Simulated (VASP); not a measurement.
# Na2YMgC6N6 (Fm-3m) in VASP: further runs

Runs on Na2YMgC6N6. Level: PBE. Tasks: single point, relaxation of cell and atoms.

Everything below comes from runs of VASP 6.6.1. Logs are shortened: lines on timing, memory, paths and dates and some standing lists are left out, and cuts for length are marked.

### Step 1. The cell of the first run

Symmetry: Fm-3m, No. 225, cubic system. Conventional cell: a = 11.605 Å, b = 11.605 Å, c = 11.605 Å, α = 90.00°, β = 90.00°, γ = 90.00°. Na (site symmetry -43m) has 12 N at 4.14 Å and 12 C at 4.15 Å and 4 Y at 5.03 Å and 4 Mg at 5.03 Å within 5.4 Å. Within 3.1 Å of Y (site symmetry m-3m) lie 6 N at 2.35 Å. Within 3.0 Å of Mg (site symmetry m-3m) lie 6 C at 2.27 Å. C (site symmetry 4mm) has 1 N at 1.18 Å within 1.6 Å. Within 1.6 Å of N (site symmetry 4mm) lie 1 C at 1.18 Å.

### Step 2. Single point, PBE, collinear spin, ferromagnetic start

Contents of INCAR:

```
SYSTEM = Na2YMgC6N6
ALGO     = Normal         ! electronic algorithm
EDIFF    = 1E-6           ! SCF threshold, eV
ENCUT    = 520            ! plane-wave cutoff, eV
GGA      = PE             ! functional
ISIF     = 2              ! what is computed and relaxed
ISMEAR   = 0              ! smearing method
ISPIN    = 2              ! spin polarisation
LASPH    = .TRUE.         ! aspherical terms in the spheres
LCHARG   = .FALSE.        ! write CHGCAR
LMAXMIX  = 4              ! l up to which the mixer works
LORBIT   = 11             ! projections on sites
LREAL    = Auto         
LWAVE    = .FALSE.        ! write WAVECAR
MAGMOM   = 0 0 0 0 1 1 1 1 1 1 1 1 1 1 1 1 ! initial moments
NBANDS   = 58             ! bands
NELM     = 150            ! most SCF steps
PREC     = Accurate       ! precision mode
SIGMA    = 0.1            ! smearing width, eV
```

Contents of KPOINTS:

```
k-points
0
G
  4 4 4
  0 0 0
```

Contents of POSCAR:

```
Na2YMgC6N6
1.0
    0.0000000000      5.8025653246      5.8025653246
    5.8025653246      0.0000000000      5.8025653246
    5.8025653246      5.8025653246      0.0000000000
Na Y Mg C N
2 1 1 6 6
Direct
    0.2500000000      0.2500000000      0.2500000000
    0.7500000000      0.7500000000      0.7500000000
    0.5000000000      0.5000000000      0.5000000000
    0.0000000000      0.0000000000      0.0000000000
    0.8040884165      0.1959115835      0.1959115835
    0.1959115835      0.8040884165      0.1959115835
    0.1959115835      0.1959115835      0.8040884165
    0.1959115835      0.8040884165      0.8040884165
    0.8040884165      0.1959115835      0.8040884165
    0.8040884165      0.8040884165      0.1959115835
    0.7027488197      0.2972511803      0.2972511803
    0.2972511803      0.7027488197      0.2972511803
    0.2972511803      0.2972511803      0.7027488197
    0.2972511803      0.7027488197      0.7027488197
    0.7027488197      0.2972511803      0.7027488197
    0.7027488197      0.7027488197      0.2972511803
```

Potentials or basis: VASP PAW PBE potentials, release 64 (Na_pv, Y_sv, Mg, C, N).

Command:

```
> cat potpaw_PBE.64/Na_pv/POTCAR potpaw_PBE.64/Y_sv/POTCAR potpaw_PBE.64/Mg/POTCAR potpaw_PBE.64/C/POTCAR potpaw_PBE.64/N/POTCAR > POTCAR
> mpirun -np 1 vasp_std > vasp.out
```

OUTCAR:

```text
SYSTEM = Na2YMgC6N6
   EDIFF = 1E-6
   ENCUT = 520
   GGA = PE
   ISIF = 2
   ISMEAR = 0
   ISPIN = 2
   LASPH = .TRUE.
   LORBIT = 11
   LREAL = Auto
   NELM = 150
   PREC = Accurate

 ion  position               nearest neighbor table
   1  0.250  0.250  0.250-
   2  0.750  0.750  0.750-
   3  0.500  0.500  0.500-  11 2.35  12 2.35  13 2.35  14 2.35  15 2.35  16 2.35
   4  0.000  0.000  0.000-   5 2.27   6 2.27   7 2.27   8 2.27   9 2.27  10 2.27
   5  0.804  0.196  0.196-  11 1.18   4 2.27
   6  0.196  0.804  0.196-  12 1.18   4 2.27
   7  0.196  0.196  0.804-  13 1.18   4 2.27
   8  0.196  0.804  0.804-  14 1.18   4 2.27
   9  0.804  0.196  0.804-  15 1.18   4 2.27
  10  0.804  0.804  0.196-  16 1.18   4 2.27
  11  0.703  0.297  0.297-   5 1.18   3 2.35
  12  0.297  0.703  0.297-   6 1.18   3 2.35
  13  0.297  0.297  0.703-   7 1.18   3 2.35
  14  0.297  0.703  0.703-   8 1.18   3 2.35
  15  0.703  0.297  0.703-   9 1.18   3 2.35
  16  0.703  0.703  0.297-  10 1.18   3 2.35

  LATTYP: Found a face centered cubic cell.
 ALAT       =    11.6051306492

  Lattice vectors:

 A1 = (   0.0000000000,   5.8025653246,   5.8025653246)
 A2 = (   5.8025653246,   0.0000000000,   5.8025653246)
 A3 = (   5.8025653246,   5.8025653246,   0.0000000000)

Analysis of symmetry for initial positions (statically):
=====================================================================
 Subroutine PRICEL returns:
 Original cell was already a primitive cell.

 Routine SETGRP: Setting up the symmetry group for a
 face centered cubic supercell.

 Subroutine GETGRP returns: Found 48 space group operations
 (whereof 48 operations were pure point group operations)
 out of a pool of 48 trial point group operations.

The static configuration has the point symmetry O_h .

Analysis of symmetry for dynamics (positions and initial velocities):
=====================================================================
 Subroutine PRICEL returns:
 Original cell was already a primitive cell.

 Routine SETGRP: Setting up the symmetry group for a
 face centered cubic supercell.

 Subroutine GETGRP returns: Found 48 space group operations
 (whereof 48 operations were pure point group operations)
 out of a pool of 48 trial point group operations.

The dynamic configuration has the point symmetry O_h .

Analysis of structural, dynamic, and magnetic symmetry:
=====================================================================
 Subroutine PRICEL returns:
 Original cell was already a primitive cell.

 Routine SETGRP: Setting up the symmetry group for a
 face centered cubic supercell.

 Subroutine GETGRP returns: Found 48 space group operations
 (whereof 48 operations were pure point group operations)
 out of a pool of 48 trial point group operations.

The overall configuration has the point symmetry O_h .

 Subroutine INISYM returns: Found 48 space group operations
 (whereof 48 operations are pure point group operations),
 and found     1 'primitive' translations

----------------------------------------------------------------------------------------

                                     Primitive cell

  volume of cell :     390.7420

  direct lattice vectors                    reciprocal lattice vectors
     0.000000000  5.802565325  5.802565325    -0.086168784  0.086168784  0.086168784
     5.802565325  0.000000000  5.802565325     0.086168784 -0.086168784  0.086168784
     5.802565325  5.802565325  0.000000000     0.086168784  0.086168784 -0.086168784

  length of vectors
     8.206066579  8.206066579  8.206066579     0.149248712  0.149248712  0.149248712

  position of ions in fractional coordinates (direct lattice)
     0.250000000  0.250000000  0.250000000
     0.750000000  0.750000000  0.750000000
     0.500000000  0.500000000  0.500000000
     0.000000000  0.000000000  0.000000000
     0.804088417  0.195911583  0.195911583
     0.195911583  0.804088417  0.195911583
[... 8 lines left out ...]
     0.702748820  0.297251180  0.702748820
     0.702748820  0.702748820  0.297251180

  ion indices of the primitive-cell ions
   primitive index   ion index
                 1           1
                 2           2
                 3           3
                 4           4
[... 33 lines left out ...]

 Subroutine IBZKPT returns following result:
 ===========================================

 Found      8 irreducible k-points:

 Following reciprocal coordinates:
            Coordinates               Weight
  0.000000  0.000000  0.000000      1.000000
  0.250000  0.000000  0.000000      8.000000
  0.500000  0.000000  0.000000      4.000000
  0.250000  0.250000  0.000000      6.000000
  0.500000  0.250000  0.000000     24.000000
 -0.250000  0.250000  0.000000     12.000000
  0.500000  0.500000  0.000000      3.000000
 -0.250000  0.500000  0.250000      6.000000
   k-points           NKPTS =      8   k-points in BZ     NKDIM =      8   number of bands    NBANDS=     58
   number of dos      NEDOS =    301   number of ions     NIONS =     16
   total plane-waves  NPLWV = 262144
   dimension x,y,z NGX =    64 NGY =   64 NGZ =   64
   dimension x,y,z NGXF=   128 NGYF=  128 NGZF=  128
   ions per type =               2   1   1   6   6
   NGX,Y,Z   is equivalent  to a cutoff of  12.97, 12.97, 12.97 a.u.
   NGXF,Y,Z  is equivalent  to a cutoff of  25.93, 25.93, 25.93 a.u.
 SYSTEM =  Na2YMgC6N6
   PREC   = accura    normal or accurate (medium, high low for compatibility)
   ISTART =      0    job   : 0-new  1-cont  2-samecut
   ICHARG =      2    charge: 1-file 2-atom 10-const
   ISPIN  =      2    spin polarized calculation?
   LNONCOLLINEAR =      F non collinear calculations
   LSORBIT =      F    spin-orbit coupling
   LASPH  =      T    aspherical Exc in radial PAW
   ENCUT  =  520.0 eV  38.22 Ry    6.18 a.u.  15.26 15.26 15.26*2*pi/ulx,y,z
   NELM   =    150;   NELMIN=  2; NELMDL= -5     # of ELM steps
   EDIFF  = 0.1E-05   stopping-criterion for ELM
   LREAL  =      T    real-space projection
   EDIFFG = 0.1E-04   stopping-criterion for IOM
   NSW    =      0    number of steps for IOM
   IBRION =     -1    ionic relax: 0-MD 1-quasi-New 2-CG
   NFREE  =      0    steps in history (QN), initial steepest desc. (CG)
   ISIF   =      2    stress and relaxation
   ISYM   =      2    0-nonsym 1-usesym 2-fastsym
   POTIM  = 0.5000    time-step for ionic-motion
   TEBEG  =    0.0;   TEEND  =   0.0 temperature during run
   PSTRESS=    0.0 pullay stress
   NELECT =      81.0000    total number of electrons
   NUPDOWN=      -1.0000    fix difference up-down
   EMIN   =  10.00;   EMAX   =-10.00  energy-range for DOS
   EFERMI =   0.00;   METHOD = LEGACY
   ISMEAR =     0;   SIGMA  =   0.10  broadening in eV -4-tet -1-fermi 0-gaus
   EFERMI_NEDOS =   21; number of points for ismear=-14 and -15
   IALGO  =     38    algorithm
   IMIX   =      4    mixing-type and parameters
     AMIX     =   0.40;   BMIX     =  1.00
     AMIX_MAG =   1.60;   BMIX_MAG =  1.00
  volume/ion in A,a.u.               =      24.42       164.80
  Fermi-wavevector in a.u.,A,eV,Ry     =   0.968887  1.830931 12.772361  0.938742
  Thomas-Fermi vector in A             =   2.098894
   LORBIT       =     11    0 simple, 1 ext, 2 COOP (PROOUT), +10 PAW based schemes
   GGA     = PE    functional components
   LHFCALC =     F    Hartree Fock is set to
   AEXX    =    0.0000 exact exchange contribution
   IVDW    =     0    specifies the selected vdW correction
   LEPSILON=     F    determine dielectric tensor
   LRPA    =     F    only Hartree local field effects (RPA)
 spin polarized calculation
 Gauss-broadening in eV      SIGMA  =   0.10
  energy-cutoff  :      520.00
  volume of cell :      390.74
 maximum number of plane-waves:     10560
 NGX is ok and might be reduce to    64
   NGX = 31   NGY = 31   NGZ = 31

 number of electron      80.9999984 magnetization      -0.0001280

 number of electron      80.9999984 magnetization       0.0000692

 Free energy of the ion-electron system (eV)
  ---------------------------------------------------
  ext. energy  EPLUGINS =         0.00000000
  ---------------------------------------------------
  free energy    TOTEN  =      -116.73502612 eV

  energy without entropy =     -116.70793751  energy(sigma->0) =     -116.72148182

 E-fermi :   1.3761     XC(G=0):  -6.5482

 val. band max:        1.2853901585   @ k =   0.0000   0.0000   0.0000
 cond. band min:       1.4304918056   @ k =  -0.2500   0.2500   0.0000
 fundamental gap:      0.1451016471
 Fermi energy:         1.3760572860

 spin component 1

 k-point     1 :       0.0000    0.0000    0.0000
  band No.  band energies     occupation
      1     -42.6311      1.00000
      2     -26.0224      1.00000
      3     -26.0224      1.00000
      4     -26.0224      1.00000
      5     -26.0224      1.00000
      6     -26.0223      1.00000
[... 429 lines left out ...]
     51       3.5765      0.00000
     52       3.5765      0.00000
 Fermi energy:         1.3760572860

 spin component 2

 k-point     1 :       0.0000    0.0000    0.0000
  band No.  band energies     occupation
      1     -42.6311      1.00000
      2     -26.0224      1.00000
      3     -26.0224      1.00000
      4     -26.0224      1.00000
      5     -26.0223      1.00000
      6     -26.0223      1.00000
[... 429 lines left out ...]
     51       3.5765      0.00000
     52       3.5765      0.00000
 [bands above 52 left out]

------------------------ aborting loop because EDIFF is reached ----------------------------------------

  FORCE on cell =-STRESS in cart. coord.  units (eV):
  Direction    XX          YY          ZZ          XY          YZ          ZX
  --------------------------------------------------------------------------------------
  -------------------------------------------------------------------------------------
  Total        0.7263011      0.7263011      0.7263011      0.0000000     -0.0000000     -0.0000000
  in kB        2.9780855      2.9780855      2.9780855      0.0000000     -0.0000000     -0.0000000
  external PRESSURE =       2.9780855 kB  Pullay stress =       0.0000000 kB

 VOLUME and BASIS-vectors are now :
 -----------------------------------------------------------------------------
  energy-cutoff  :      520.00
  volume of cell :      390.74
      direct lattice vectors                 reciprocal lattice vectors
     0.000000000  5.802565325  5.802565325    -0.086168784  0.086168784  0.086168784
     5.802565325  0.000000000  5.802565325     0.086168784 -0.086168784  0.086168784
     5.802565325  5.802565325  0.000000000     0.086168784  0.086168784 -0.086168784

 POSITION                                       TOTAL-FORCE (eV/Angst)
 -----------------------------------------------------------------------------------
      2.90128      2.90128      2.90128        -0.000000      0.000000      0.000000
      8.70385      8.70385      8.70385        -0.000000     -0.000000      0.000000
      5.80257      5.80257      5.80257        -0.000000      0.000000      0.000000
      0.00000      0.00000      0.00000        -0.000000     -0.000000      0.000000
      2.27358      5.80257      5.80257        -0.407917      0.000000      0.000000
      5.80257      2.27358      5.80257        -0.000000     -0.407917      0.000000
[... 8 lines left out ...]
      5.80257      8.15549      5.80257        -0.000000     -0.380424      0.000000
      5.80257      5.80257      8.15549        -0.000000      0.000000     -0.380424
 -----------------------------------------------------------------------------------
    total drift:                               -0.000000      0.000000      0.000000

  FREE ENERGIE OF THE ION-ELECTRON SYSTEM (eV)
  ---------------------------------------------------
  free  energy   TOTEN  =      -116.7350261230 eV

  energy  without entropy=     -116.7079375130  energy(sigma->0) =     -116.72148182

 total charge

# of ion       s       p       d       f       tot
--------------------------------------------------
    1        0.043   5.943   0.000   0.000   5.986
    2        0.043   5.943   0.000   0.000   5.986
    3        2.169   6.467   0.856   0.105   9.597
    4        0.134   0.160   0.055   0.000   0.348
    5        0.982   1.574   0.000   0.000   2.556
    6        0.982   1.574   0.000   0.000   2.556
[... 8 lines left out ...]
   15        1.312   2.594   0.000   0.000   3.906
   16        1.312   2.594   0.000   0.000   3.906
--------------------------------------------------
tot         16.148  43.522   0.911   0.105  60.685

 magnetization (x)

# of ion       s       p       d       f       tot
--------------------------------------------------
    1        0.000  -0.000   0.000   0.000   0.000
    2        0.000  -0.000   0.000   0.000   0.000
    3        0.000  -0.000  -0.000   0.000  -0.000
    4       -0.000  -0.000  -0.000   0.000  -0.000
    5        0.000  -0.000   0.000   0.000   0.000
    6        0.000  -0.000   0.000   0.000   0.000
[... 8 lines left out ...]
   15        0.000   0.000   0.000   0.000   0.000
   16        0.000   0.000   0.000   0.000   0.000
--------------------------------------------------
tot          0.000   0.000  -0.000   0.000   0.000
```

It took 16 min on 1 thread of Intel Xeon Platinum 8259CL at 2.50GHz (Skylake/Cascade Lake), shared host; peak memory 0.92 GiB.

What came out:

* Free energy: -116.7350 eV
* Pressure: 0.3 GPa
* Largest force: 0.408 eV/Å
* Net moment: 0.00 μB per cell
* Valence electrons inside the program's atomic spheres: Na 5.99; Y 9.60; Mg 0.35; C 2.56; N 3.91

Forces in eV/Å, atoms in the order of the input:
```
Na   0.000  0.000  0.000
Na   0.000  0.000  0.000
Y    0.000  0.000  0.000
Mg   0.000  0.000  0.000
C   -0.408  0.000  0.000
C    0.000 -0.408  0.000
C    0.000  0.000 -0.408
C    0.408  0.000  0.000
C    0.000  0.408  0.000
C    0.000  0.000  0.408
N    0.380  0.000  0.000
N    0.000  0.380  0.000
N    0.000  0.000  0.380
N   -0.380  0.000  0.000
N    0.000 -0.380  0.000
N    0.000  0.000 -0.380
```

### Step 3. Single point, PBE

This run uses another cell than the first one, of 19.25 Å³/atom.

Contents of INCAR:

```
  PREC = Accurate
  ENCUT = 520
  EDIFF = 1E-6
  ISMEAR = 0
  SIGMA = 0.1
  LREAL = Auto
  LASPH = True
  NELM = 60
  ALGO = Normal
  ISIF = 2
  LWAVE = False
  LCHARG = True
  GGA = PE
  LELF = True
  LVHAR = True
  NBANDS = 54
```

Contents of KPOINTS:

```
Automatic mesh
0
Gamma
  4 4 4
```

Contents of POSCAR:

```
Na2YMgC6N6
1.0
    0.0000000000      5.3600000000      5.3600000000
    5.3600000000      0.0000000000      5.3600000000
    5.3600000000      5.3600000000      0.0000000000
Na Y Mg C N
2 1 1 6 6
Direct
    0.2500000000      0.2500000000      0.2500000000
    0.7500000000      0.7500000000      0.7500000000
    0.5000000000      0.5000000000      0.5000000000
    0.0000000000      0.0000000000      0.0000000000
    0.8152985100      0.1847014900      0.1847014900
    0.1847014900      0.8152985100      0.1847014900
    0.1847014900      0.1847014900      0.8152985100
    0.1847014900      0.8152985100      0.8152985100
    0.8152985100      0.1847014900      0.8152985100
    0.8152985100      0.8152985100      0.1847014900
    0.7061567200      0.2938432800      0.2938432800
    0.2938432800      0.7061567200      0.2938432800
    0.2938432800      0.2938432800      0.7061567200
    0.2938432800      0.7061567200      0.7061567200
    0.7061567200      0.2938432800      0.7061567200
    0.7061567200      0.7061567200      0.2938432800
```

Potentials or basis: VASP PAW PBE potentials, release 64 (Na_pv, Y_sv, Mg, C, N).

Command:

```
> cat potpaw_PBE.64/Na_pv/POTCAR potpaw_PBE.64/Y_sv/POTCAR potpaw_PBE.64/Mg/POTCAR potpaw_PBE.64/C/POTCAR potpaw_PBE.64/N/POTCAR > POTCAR
> mpirun -np 1 vasp_std > vasp.out
```

Run time: 3.5 min. Hardware: 1 thread of Intel Xeon Platinum 8559C (Emerald Rapids), shared host; peak memory 0.48 GiB.

Results (log left out):

- Free energy: -114.0054 eV
- Pressure: 11.8 GPa
- Largest force: 0.946 eV/Å
- Band gap on the k mesh: zero (an odd number of electrons rules out a gap without spin polarisation)

Forces in eV/Å, atoms in the order of the input:
```
Na   0.000  0.000  0.000
Na   0.000  0.000  0.000
Y    0.000  0.000  0.000
Mg   0.000  0.000  0.000
C    0.946  0.000  0.000
C    0.000  0.946  0.000
C    0.000  0.000  0.946
C   -0.946  0.000  0.000
C    0.000 -0.946  0.000
C    0.000  0.000 -0.946
N    0.136  0.000  0.000
N    0.000  0.136  0.000
N    0.000  0.000  0.136
N   -0.136  0.000  0.000
N    0.000 -0.136  0.000
N    0.000  0.000 -0.136
```

Levels at points of the mesh, in eV from the Fermi level:
| k point | band 36 | band 37 | band 38 | band 39 | band 40 | band 41 | band 42 | band 43 | band 44 | band 45 |
| --- | --- | --- | --- | --- | --- | --- | --- | --- | --- | --- |
| (0.00, 0.00, 0.00) | -5.03 | -5.03 | -5.03 | -4.12 | -4.12 | -0.32 | -0.32 | -0.32 | -0.31 | 0.80 |
| (0.50, 0.00, 0.00) | -5.34 | -4.89 | -4.89 | -3.85 | -3.85 | 0.57 | 0.59 | 0.80 | 0.88 | 0.94 |
| (0.50, 0.50, 0.00) | -4.75 | -4.75 | -4.62 | -4.14 | -4.10 | -0.29 | 0.64 | 1.08 | 1.39 | 1.39 |

Caveat: the cell stands under pressure.

(Continued in part 2 of 2.)

The gap in the log of VASP goes by the Fermi energy; the results here count the filled bands.